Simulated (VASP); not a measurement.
# Ca2C (Pnma) in VASP: single point with PBEsol

Aim: the single point of Ca2C with PBEsol.

Program: VASP 6.6.1. These are calculated values, not measurements. Logs are shortened: lines on timing, memory, paths and dates and some standing lists are left out, and cuts for length are marked.

### 1 The cell of the first run

It takes space group Pnma (No. 62, orthorhombic). Conventional cell: a = 5.962 Å, b = 3.942 Å, c = 7.206 Å, α = 90.00°, β = 90.00°, γ = 90.00°. Ca (site symmetry m) has 4 C at 2.37 to 2.43 Å and 8 Ca at 2.78 to 3.09 Å within 3.1 Å. Within 3.4 Å of Ca (site symmetry m) lie 6 C at 2.41 to 3.38 Å and 10 Ca at 2.78 to 3.22 Å. Within 3.1 Å of C (site symmetry m) lie 9 Ca at 2.37 to 2.94 Å.

### 2 Single point, PBEsol

File INCAR:

```
ALGO = Normal
EDIFF = 1E-6
ENCUT = 520
GGA = PS
ISIF = 2
ISMEAR = 0
LASPH = True
LCHARG = False
LREAL = False
LWAVE = False
NBANDS = 60
NELM = 100
PREC = Accurate
SIGMA = 0.01
```

File KPOINTS:

```
k-points
0
Gamma
  6 10 6
```

File POSCAR:

```
Ca2C
1.0
    5.9618485163      0.0000000000      0.0000000000
    0.0000000000      3.9420099933      0.0000000000
    0.0000000000      0.0000000000      7.2057929070
Ca C
8 4
Direct
    0.3452434092      0.7500000000      0.0883713375
    0.6547565908      0.2500000000      0.9116286625
    0.8452434092      0.7500000000      0.4116286625
    0.1547565908      0.2500000000      0.5883713375
    0.0113557918      0.2500000000      0.1767862593
    0.9886442082      0.7500000000      0.8232137407
    0.5113557918      0.2500000000      0.3232137407
    0.4886442082      0.7500000000      0.6767862593
    0.7509495065      0.2500000000      0.5930314582
    0.2490504935      0.7500000000      0.4069685418
    0.2509495065      0.2500000000      0.9069685418
    0.7490504935      0.7500000000      0.0930314582
```

Potentials or basis: VASP PAW PBE potentials, release 64 (Ca_sv, C).

Started as:

```sh
> cat potpaw_PBE.64/Ca_sv/POTCAR potpaw_PBE.64/C/POTCAR > POTCAR
> mpirun -np 1 vasp_std > vasp.out
```

OUTCAR:

```text
EDIFF = 1E-6
   ENCUT = 520
   GGA = PS
   ISIF = 2
   ISMEAR = 0
   LASPH = True
   LREAL = False
   NELM = 100
   PREC = Accurate

 ion  position               nearest neighbor table
   1  0.345  0.750  0.088-  10 2.37  12 2.41  11 2.43  11 2.43   7 2.78   7 2.78   6 2.86   5 2.87
                             5 2.87   2 2.99   2 2.99   8 3.09
   2  0.655  0.250  0.912-   9 2.37  11 2.41  12 2.43  12 2.43   8 2.78   8 2.78   5 2.86   6 2.87
                             6 2.87   1 2.99   1 2.99   7 3.09
   3  0.845  0.750  0.412-  12 2.37  10 2.41   9 2.43   9 2.43   5 2.78   5 2.78   8 2.86   7 2.87
                             7 2.87   4 2.99   4 2.99   6 3.09
   4  0.155  0.250  0.588-  11 2.37   9 2.41  10 2.43  10 2.43   6 2.78   6 2.78   7 2.86   8 2.87
                             8 2.87   3 2.99   3 2.99   5 3.09
   5  0.011  0.250  0.177-  11 2.41  12 2.59  12 2.59   3 2.78   3 2.78   2 2.86   1 2.87   1 2.87
                             4 3.09   7 3.16   7 3.16
   6  0.989  0.750  0.823-  12 2.41  11 2.59  11 2.59   4 2.78   4 2.78   1 2.86   2 2.87   2 2.87
                             3 3.09   8 3.16   8 3.16
   7  0.511  0.250  0.323-   9 2.41  10 2.59  10 2.59   1 2.78   1 2.78   4 2.86   3 2.87   3 2.87
                             2 3.09   5 3.16   5 3.16
   8  0.489  0.750  0.677-  10 2.41   9 2.59   9 2.59   2 2.78   2 2.78   3 2.86   4 2.87   4 2.87
                             1 3.09   6 3.16   6 3.16
   9  0.751  0.250  0.593-   2 2.37   4 2.41   7 2.41   3 2.43   3 2.43   8 2.59   8 2.59
  10  0.249  0.750  0.407-   1 2.37   3 2.41   8 2.41   4 2.43   4 2.43   7 2.59   7 2.59
  11  0.251  0.250  0.907-   4 2.37   2 2.41   5 2.41   1 2.43   1 2.43   6 2.59   6 2.59
  12  0.749  0.750  0.093-   3 2.37   1 2.41   6 2.41   2 2.43   2 2.43   5 2.59   5 2.59

  LATTYP: Found a simple orthorhombic cell.
 ALAT       =     3.9420099933
 B/A-ratio  =     1.5123879763
 C/A-ratio  =     1.8279489193

  Lattice vectors:

 A1 = (   0.0000000000,  -3.9420099933,   0.0000000000)
 A2 = (   5.9618485163,   0.0000000000,   0.0000000000)
 A3 = (   0.0000000000,   0.0000000000,   7.2057929070)

Analysis of symmetry for initial positions (statically):
=====================================================================
 Subroutine PRICEL returns:
 Original cell was already a primitive cell.

 Routine SETGRP: Setting up the symmetry group for a
 simple orthorhombic supercell.

 Subroutine GETGRP returns: Found  8 space group operations
 (whereof  2 operations were pure point group operations)
 out of a pool of  8 trial point group operations.

The static configuration has the point symmetry S_2 .
 The point group associated with its full space group is D_2h.

Analysis of symmetry for dynamics (positions and initial velocities):
=====================================================================
 Subroutine PRICEL returns:
 Original cell was already a primitive cell.

 Routine SETGRP: Setting up the symmetry group for a
 simple orthorhombic supercell.

 Subroutine GETGRP returns: Found  8 space group operations
 (whereof  2 operations were pure point group operations)
 out of a pool of  8 trial point group operations.

The dynamic configuration has the point symmetry S_2 .
 The point group associated with its full space group is D_2h.

 Subroutine INISYM returns: Found  8 space group operations
 (whereof  2 operations are pure point group operations),
 and found     1 'primitive' translations

----------------------------------------------------------------------------------------

                                     Primitive cell

  volume of cell :     169.3481

  direct lattice vectors                    reciprocal lattice vectors
     5.961848516  0.000000000  0.000000000     0.167733212  0.000000000  0.000000000
     0.000000000  3.942009993  0.000000000     0.000000000  0.253677693  0.000000000
     0.000000000  0.000000000  7.205792907     0.000000000  0.000000000  0.138777233

  length of vectors
     5.961848516  3.942009993  7.205792907     0.167733212  0.253677693  0.138777233

  position of ions in fractional coordinates (direct lattice)
     0.345243409  0.750000000  0.088371337
     0.654756591  0.250000000  0.911628663
     0.845243409  0.750000000  0.411628663
     0.154756591  0.250000000  0.588371338
     0.011355792  0.250000000  0.176786259
[... 34 lines left out ...]
     0.027955535  0.000000000  0.000000000     0.166666667  0.000000000  0.000000000
     0.000000000  0.025367769  0.000000000     0.000000000  0.100000000  0.000000000
     0.000000000  0.000000000  0.023129539     0.000000000  0.000000000  0.166666667

  Length of vectors
     0.027955535  0.025367769  0.023129539

  Shift w.r.t. Gamma in fractional coordinates (k-lattice)
     0.000000000  0.000000000  0.000000000

 Subroutine IBZKPT returns following result:
 ===========================================

 Found     96 irreducible k-points:

 Following reciprocal coordinates:
            Coordinates               Weight
  0.000000  0.000000  0.000000      1.000000
  0.166667  0.000000  0.000000      2.000000
  0.333333  0.000000  0.000000      2.000000
  0.500000  0.000000  0.000000      1.000000
  0.000000  0.100000  0.000000      2.000000
  0.166667  0.100000  0.000000      4.000000
[... 16 lines left out ...]
  0.333333  0.500000  0.000000      2.000000
  0.500000  0.500000  0.000000      1.000000
 [... further k-points ...]
   k-points           NKPTS =     96   k-points in BZ     NKDIM =     96   number of bands    NBANDS=     60
   number of dos      NEDOS =    301   number of ions     NIONS =     12
   total plane-waves  NPLWV =  77760
   dimension x,y,z NGX =    48 NGY =   30 NGZ =   54
   dimension x,y,z NGXF=    96 NGYF=   60 NGZF=  108
   ions per type =               8   4
   NGX,Y,Z   is equivalent  to a cutoff of  13.38, 12.65, 12.46 a.u.
   NGXF,Y,Z  is equivalent  to a cutoff of  26.77, 25.30, 24.92 a.u.
 SYSTEM =  unknown system
   PREC   = accura    normal or accurate (medium, high low for compatibility)
   ISTART =      0    job   : 0-new  1-cont  2-samecut
   ICHARG =      2    charge: 1-file 2-atom 10-const
   ISPIN  =      1    spin polarized calculation?
   LNONCOLLINEAR =      F non collinear calculations
   LSORBIT =      F    spin-orbit coupling
   LASPH  =      T    aspherical Exc in radial PAW
   ENCUT  =  520.0 eV  38.22 Ry    6.18 a.u.  11.09  7.33 13.40*2*pi/ulx,y,z
   NELM   =    100;   NELMIN=  2; NELMDL= -5     # of ELM steps
   EDIFF  = 0.1E-05   stopping-criterion for ELM
   LREAL  =      F    real-space projection
   EDIFFG = 0.1E-04   stopping-criterion for IOM
   NSW    =      0    number of steps for IOM
   IBRION =     -1    ionic relax: 0-MD 1-quasi-New 2-CG
   NFREE  =      0    steps in history (QN), initial steepest desc. (CG)
   ISIF   =      2    stress and relaxation
   ISYM   =      2    0-nonsym 1-usesym 2-fastsym
   POTIM  = 0.5000    time-step for ionic-motion
   TEBEG  =    0.0;   TEEND  =   0.0 temperature during run
   PSTRESS=    0.0 pullay stress
   NELECT =      96.0000    total number of electrons
   NUPDOWN=      -1.0000    fix difference up-down
   EMIN   =  10.00;   EMAX   =-10.00  energy-range for DOS
   EFERMI =   0.00;   METHOD = LEGACY
   ISMEAR =     0;   SIGMA  =   0.01  broadening in eV -4-tet -1-fermi 0-gaus
   EFERMI_NEDOS =   21; number of points for ismear=-14 and -15
   IALGO  =     38    algorithm
   IMIX   =      4    mixing-type and parameters
     AMIX     =   0.40;   BMIX     =  1.00
     AMIX_MAG =   1.60;   BMIX_MAG =  1.00
  volume/ion in A,a.u.               =      14.11        95.23
  Fermi-wavevector in a.u.,A,eV,Ry     =   1.354893  2.560377 24.976703  1.835736
  Thomas-Fermi vector in A             =   2.482027
   LORBIT       =      0    0 simple, 1 ext, 2 COOP (PROOUT), +10 PAW based schemes
   GGA     = PS    functional components
   LHFCALC =     F    Hartree Fock is set to
   AEXX    =    0.0000 exact exchange contribution
   IVDW    =     0    specifies the selected vdW correction
   LEPSILON=     F    determine dielectric tensor
   LRPA    =     F    only Hartree local field effects (RPA)
 non-spin polarized calculation
 Gauss-broadening in eV      SIGMA  =   0.01
  energy-cutoff  :      520.00
  volume of cell :      169.35
 maximum number of plane-waves:      4594
 NGX is ok and might be reduce to    48
   NGX = 23   NGY = 15   NGZ = 27

 number of electron      95.9999993 magnetization

 Free energy of the ion-electron system (eV)
  ---------------------------------------------------
  ext. energy  EPLUGINS =         0.00000000
  ---------------------------------------------------
  free energy    TOTEN  =       -48.37488461 eV

  energy without entropy =      -48.37488461  energy(sigma->0) =      -48.37488461

 E-fermi :   5.6414     XC(G=0): -11.3806

 val. band max:        5.5973360992   @ k =   0.0000   0.0000   0.0000
 cond. band min:       6.1724030239   @ k =   0.0000   0.0000   0.0000
 fundamental gap:      0.5750669247
 Fermi energy:         5.6413897783

 k-point     1 :       0.0000    0.0000    0.0000
  band No.  band energies     occupation
      1     -34.3035      2.00000
      2     -34.1627      2.00000
      3     -34.1180      2.00000
      4     -34.0631      2.00000
      5     -33.5637      2.00000
      6     -33.4544      2.00000
[... 1501 lines left out ...]
     59       9.0089      0.00000
     60       9.0089      0.00000

 [... further k-points ...]

------------------------ aborting loop because EDIFF is reached ----------------------------------------

  FORCE on cell =-STRESS in cart. coord.  units (eV):
  Direction    XX          YY          ZZ          XY          YZ          ZX
  --------------------------------------------------------------------------------------
  -------------------------------------------------------------------------------------
  Total       25.9999334     26.0339047     26.0855590     -0.0000000      0.0000000      0.0000000
  in kB      245.9814648    246.3028628    246.7915563     -0.0000000      0.0000000      0.0000000
  external PRESSURE =     246.3586280 kB  Pullay stress =       0.0000000 kB

 VOLUME and BASIS-vectors are now :
 -----------------------------------------------------------------------------
  energy-cutoff  :      520.00
  volume of cell :      169.35
      direct lattice vectors                 reciprocal lattice vectors
     5.961848516  0.000000000  0.000000000     0.167733212  0.000000000  0.000000000
     0.000000000  3.942009993  0.000000000     0.000000000  0.253677693  0.000000000
     0.000000000  0.000000000  7.205792907     0.000000000  0.000000000  0.138777233

 POSITION                                       TOTAL-FORCE (eV/Angst)
 -----------------------------------------------------------------------------------
      2.05829      2.95651      0.63679        -0.001226     -0.000000     -0.007268
      3.90356      0.98550      6.56901         0.001226     -0.000000      0.007268
      5.03921      2.95651      2.96611        -0.001226     -0.000000      0.007268
      0.92264      0.98550      4.23968         0.001226      0.000000     -0.007268
      0.06770      0.98550      1.27389         0.003910     -0.000000      0.007309
      5.89415      2.95651      5.93191        -0.003910     -0.000000     -0.007309
      3.04863      0.98550      2.32901         0.003910     -0.000000     -0.007309
      2.91322      2.95651      4.87678        -0.003910     -0.000000      0.007309
      4.47705      0.98550      4.27326        -0.001244     -0.000000      0.005575
      1.48480      2.95651      2.93253         0.001244      0.000000     -0.005575
      1.49612      0.98550      6.53543        -0.001244     -0.000000     -0.005575
      4.46573      2.95651      0.67037         0.001244     -0.000000      0.005575
 -----------------------------------------------------------------------------------
    total drift:                               -0.000000      0.000000      0.000000

  FREE ENERGIE OF THE ION-ELECTRON SYSTEM (eV)
  ---------------------------------------------------
  free  energy   TOTEN  =       -48.3748846133 eV

  energy  without entropy=      -48.3748846133  energy(sigma->0) =      -48.37488461
```

Wall time 13 min (1 thread of Intel Xeon Platinum 8488C (Sapphire Rapids), shared host); peak memory 0.74 GiB.

What came out:

| Quantity | Value |
| --- | --- |
| Free energy | -48.3749 eV |
| Pressure | 24.6 GPa |
| Largest force | 0.008 eV/Å |
| Band gap on the k mesh | 0.58 eV |

Forces in eV/Å, atoms in the order of the input:
```
Ca  -0.001  0.000 -0.007
Ca   0.001  0.000  0.007
Ca  -0.001  0.000  0.007
Ca   0.001  0.000 -0.007
Ca   0.004  0.000  0.007
Ca  -0.004  0.000 -0.007
Ca   0.004  0.000 -0.007
Ca  -0.004  0.000  0.007
C   -0.001  0.000  0.006
C    0.001  0.000 -0.006
C   -0.001  0.000 -0.006
C    0.001  0.000  0.006
```

Levels at points of the mesh, in eV from the valence-band top:
```csv
k point,band 44,band 45,band 46,band 47,band 48,band 49,band 50,band 51,band 52,band 53
"(0.00, 0.00, 0.00)",-1.22,-1.22,-0.46,-0.28,0.00,0.58,1.73,1.80,1.93,2.32
"(0.50, 0.00, 0.00)",-1.43,-0.95,-0.95,-0.53,-0.53,1.49,1.49,2.41,2.41,2.69
"(0.00, 0.50, 0.00)",-0.88,-0.48,-0.48,-0.31,-0.31,1.67,1.67,1.91,1.91,2.50
"(0.50, 0.50, 0.00)",-0.94,-0.60,-0.60,-0.60,-0.60,2.25,2.25,2.25,2.25,2.64
"(0.00, 0.00, 0.50)",-1.53,-0.46,-0.46,-0.25,-0.25,1.43,1.43,1.88,1.88,2.10
"(0.50, 0.00, 0.50)",-1.19,-0.84,-0.84,-0.55,-0.55,2.00,2.00,2.40,2.40,2.59
"(0.00, 0.50, 0.50)",-0.82,-0.48,-0.48,-0.32,-0.32,1.27,1.27,1.67,1.67,2.80
"(0.50, 0.50, 0.50)",-0.96,-0.53,-0.53,-0.53,-0.53,2.20,2.20,2.20,2.20,2.58
```

Caveat: the cell stands under pressure; the PAW data sets were made with another functional, which shifts forces and pressure a little.
